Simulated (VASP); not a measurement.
Runs of VASP 6.6.1 on Nb. The structure is that of space group Im-3m (No. 229), or close to it. The cells are those of the table. 

```tsv
task	cell	k mesh	cutoff (eV)	gap on the mesh (eV)	pressure (GPa)
single point	a = 2.862 Å, angles 109.5°, 1 atom	18 × 18 × 18	520	none	-0.2
relaxation of cell and atoms	relaxed from a = 2.858 Å, angles 109.5°, 1 atom	18 × 18 × 18	600	none	0.0
single point	a = 2.467 Å, angles 109.5°, 1 atom	18 × 18 × 18	520	none	(b)
single point	a = 2.657 Å, angles 109.5°, 1 atom	18 × 18 × 18	520	none	(a)
single point	a = 2.345 Å, angles 109.5°, 1 atom	18 × 18 × 18	520	none	306.0
single point	a = 2.743 Å, angles 109.5°, 1 atom	18 × 18 × 18	520	none	27.5
single point	a = 2.565 Å, angles 109.5°, 1 atom	18 × 18 × 18	520	none	102.2
single point	a = 2.743 Å, angles 109.5°, 1 atom	18 × 18 × 18, shifted	520	none	27.6
```

Alike in all rows: level r2SCAN; potentials or basis VASP PAW PBE potentials, release 64 (Nb_sv); no spin polarisation; smearing fermi-dirac 0.1 eV.

Task: Fill in the values left out.

Result: (a) 56.9; (b) 173.4.

Caveats: the PAW data sets were made with another functional, which shifts forces and pressure a little; the cell stands under pressure (at least some runs).

A k mesh can miss the band edges, and the runs leave out spin-orbit coupling on Nb.

A gap of «none» marks levels without a gap at the run's occupations.
